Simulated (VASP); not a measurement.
Input of a VASP 6.6.1 run:

Contents of POSCAR:

```
PbS
1.0
    2.0799526950     -5.9912968650      0.0000000000
    2.0799526950      5.9912968650      0.0000000000
    0.0000000000      0.0000000000      4.2793209400
Pb S
2 2
Direct
    0.1305633500      0.8694366500      0.2500000000
    0.8694366500      0.1305633500      0.7500000000
    0.3547970900      0.6452029100      0.2500000000
    0.6452029100      0.3547970900      0.7500000000
```

Contents of INCAR.step1:

```
PREC = Accurate
ENCUT = 520
ISMEAR = -1
SIGMA = 0.05
LREAL = F
LASPH = T
NELM = 80
NBANDS = 28
GGA = PE
ALGO = Normal
EDIFF = 1E-4
LWAVE = T
LCHARG = F
```

The input INCAR.step2:

```
PREC = Accurate
ENCUT = 520
EDIFF = 1E-6
ISMEAR = -1
SIGMA = 0.05
LREAL = F
LASPH = T
NELM = 80
ALGO = Normal
ISIF = 2
LWAVE = F
LCHARG = T
METAGGA = R2SCAN
LMIXTAU = T
LELF = T
LVHAR = T
NBANDS = 28
ISTART = 1
```

The input KPOINTS:

```
Automatic mesh
0
Gamma
  7 7 6
```

Potentials or basis: VASP PAW PBE potentials, release 64 (Pb_d, S).

The run is started by

```console
$ cat potpaw_PBE.64/Pb_d/POTCAR potpaw_PBE.64/S/POTCAR > POTCAR
$ cp INCAR.step1 INCAR
$ mpirun -np 1 vasp_std > vasp.out
$ cp INCAR.step2 INCAR
$ mpirun -np 1 vasp_std > vasp.out
```

What does it give for the pressure?

-0.1 GPa.

What does it give for the largest force?

0.027 eV/Å.

Predict the band gap on the k mesh.

1.53 eV, indirect (least direct gap 1.79 eV).

Forces in eV/Å, atoms in the order of the input:
```
Pb   0.000 -0.006  0.000
Pb   0.000  0.006  0.000
S    0.000  0.027  0.000
S    0.000 -0.027  0.000
```

Caveat: the PAW data sets were made with another functional, which shifts forces and pressure a little; spin-orbit coupling is left out, which moves the levels of the heavy elements. A k mesh can miss the band edges.
